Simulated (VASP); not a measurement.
Wanted: the native input for a VASP 6.6.1 run.

* Task: relaxation of cell and atoms
* Functional: PBE
* Potentials or basis: VASP PAW PBE potentials, release 64 (Ba_sv, W_sv)
* Cutoff: 600 eV
* k mesh: 12 × 12 × 12
* Occupations: gaussian, width 0.1 eV
* Spin: no spin polarisation
* Dipole correction: no
* Further INCAR settings: ALGO = Fast; EDIFF = 1e-07; IBRION = 2; EDIFFG = -0.01; NSW = 100; ISIF = 3

The structure of BaW3 lies in POSCAR:

```
BaW3
1.0
    4.2904974890      0.0000000000      0.0000000000
    0.0000000000      4.2904974890      0.0000000000
    0.0000000000      0.0000000000      4.2904974890
Ba W
1 3
Direct
    0.0000000000      0.0000000000      0.0000000000
    0.0000000000      0.5000000000      0.5000000000
    0.5000000000      0.0000000000      0.5000000000
    0.5000000000      0.5000000000      0.0000000000
```

These files were run (other wordings do the same):

INCAR

```
SYSTEM = BaW3
PREC = Accurate
ENCUT = 600
EDIFF = 1E-7
ISMEAR = 0
SIGMA = 0.1
LREAL = .False.
LASPH = .True.
NELM = 60
ALGO = Fast
ISIF = 3
LWAVE = .False.
LCHARG = .False.
GGA = PE
IBRION = 2
NSW = 100
EDIFFG = -0.01
```

KPOINTS

```
Automatic mesh
0
Gamma
  12 12 12
  0 0 0
```

Potentials or basis: VASP PAW PBE potentials, release 64 (Ba_sv, W_sv).

Command:

```sh
$ cat potpaw_PBE.64/Ba_sv/POTCAR potpaw_PBE.64/W_sv/POTCAR > POTCAR
$ mpirun -np 1 vasp_std > vasp.out
```

It gave:

```
Relaxed volume                        : 20.35 Å³/atom
Relaxed cell                          : a = 4.334 Å, b = 4.334 Å, c = 4.334 Å, α = 90.00°, β = 90.00°, γ = 90.00°
Space group after relaxing (to 0.1 Å) : Pm-3m (No. 221)
Energy gained by relaxing             : 7.0 meV/atom
Ionic steps                           : 3
Pressure after relaxing               : 0.0 GPa
Band gap on the k mesh                : zero (bands 26 and 27 overlap by 0.73 eV)
```

Caveat: spin-orbit coupling is left out, which moves the levels of the heavy elements.

It took 14 min on 1 thread of Intel(R) Xeon(R) Platinum 8488C (Sapphire Rapids), with other jobs on the host, peak memory 0.38 GiB.
